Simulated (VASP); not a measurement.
Write the native input for VASP 6.6.1 that does the following.

```
Task                   : relaxation of cell and atoms
Functional             : PBE
Potentials or basis    : VASP PAW PBE potentials, release 64 (Sn_d, Ru_pv)
Cutoff                 : 600 eV
k mesh                 : 4 × 4 × 6
Occupations            : gaussian, width 0.1 eV
Spin                   : no spin polarisation
Dipole correction      : no
Further INCAR settings : ALGO = Fast; EDIFF = 1e-06; IBRION = 2; EDIFFG = -0.04; NSW = 90; ISIF = 3
```

The structure of SnRu4 lies in POSCAR:

```
SnRu4
1.0
    6.2092619788      0.0000000000      0.0000000000
    0.0000000000      6.2092619788      0.0000000000
    0.0000000000      0.0000000000      2.6819381443
Sn Ru
1 4
Direct
    0.5000000000      0.5000000000      0.5000000000
    0.1846903667      0.1846903667      0.5000000000
    0.8153096333      0.8153096333      0.5000000000
    0.1846903667      0.8153096333      0.5000000000
    0.8153096333      0.1846903667      0.5000000000
```

The cell was built from a structure type or drawn by symmetry, and may not be a known phase.

One way to write it, as run:

INCAR

```
SYSTEM = SnRu4
PREC = Accurate
ENCUT = 600
EDIFF = 1E-6
ISMEAR = 0
SIGMA = 0.1
LREAL = .FALSE.
LASPH = .TRUE.
NELM = 100
ALGO = Fast
ISIF = 3
LWAVE = .FALSE.
LCHARG = .FALSE.
GGA = PE
IBRION = 2
NSW = 90
EDIFFG = -0.04
```

KPOINTS

```
regular mesh
0
G
  4 4 6
  0 0 0
```

Potentials or basis: VASP PAW PBE potentials, release 64 (Sn_d, Ru_pv).

Run with:

```console
$ cat potpaw_PBE.64/Sn_d/POTCAR potpaw_PBE.64/Ru_pv/POTCAR > POTCAR
$ mpirun -np 1 vasp_std > vasp.out
```

Results of the run:

```yaml
Relaxed_volume: 20.31 Å³/atom
Relaxed_cell: a = 6.183 Å, b = 6.183 Å, c = 2.657 Å, α = 90.00°, β = 90.00°, γ = 90.00°
Space_group_after_relaxing_to_0.1_Å: P4/mmm (No. 123)
Energy_gained_by_relaxing: 5.4 meV/atom
Ionic_steps: 6
Pressure_after_relaxing: 0.1 GPa
Largest_force_after_relaxing: 0.021 eV/Å
Band_gap_on_the_k_mesh: zero (bands 35 and 36 overlap by 1.11 eV)
```

Caveat: the k points lie up to 0.39 Å⁻¹ apart in the final cell, too coarse for converged energies and pressures of a metal; spin-orbit coupling is left out, which moves the levels of the heavy elements.

It took 4.7 min on 1 thread of Intel(R) Xeon(R) 6975P-C (Granite Rapids) (shared host), peak memory 0.3 GiB.
